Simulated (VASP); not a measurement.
A run of VASP 6.6.1:

INCAR

```
SYSTEM = Ta
  ALGO = Fast
  EDIFF = 1E-6
  ENCUT = 520
  GGA = PE
  ISIF = 2
  ISMEAR = 0
  LASPH = .TRUE.
  LCHARG = .FALSE.
  LREAL = .FALSE.
  LWAVE = .FALSE.
  NBANDS = 12
  NELM = 100
  PREC = Accurate
  SIGMA = 0.15
```

KPOINTS

```
k-points
0
G
  20 20 20
  0 0 0
```

File POSCAR:

```
Ta
1.0
   -1.6492159000      1.6512800000      1.6492159000
    1.6533441000     -1.6512800000      1.6533441000
    1.6492159000      1.6512800000     -1.6492159000
Ta
1
Direct
    0.0000000000      0.0000000000      0.0000000000
```

Potentials or basis: VASP PAW PBE potentials, release 64 (Ta_pv).

Command:

```bash
$ cat potpaw_PBE.64/Ta_pv/POTCAR > POTCAR
$ mpirun -np 1 vasp_std > vasp.out
```

Hardware: 1 thread of Intel(R) Xeon(R) Platinum 8488C (Sapphire Rapids) (shared host).

Estimate the wall time of this run.

Run time: 100 s on 1 thread of Intel(R) Xeon(R) Platinum 8488C (Sapphire Rapids), with other jobs on the host, peak memory 0.34 GiB. Counts: scf iterations 12, k points 1166.
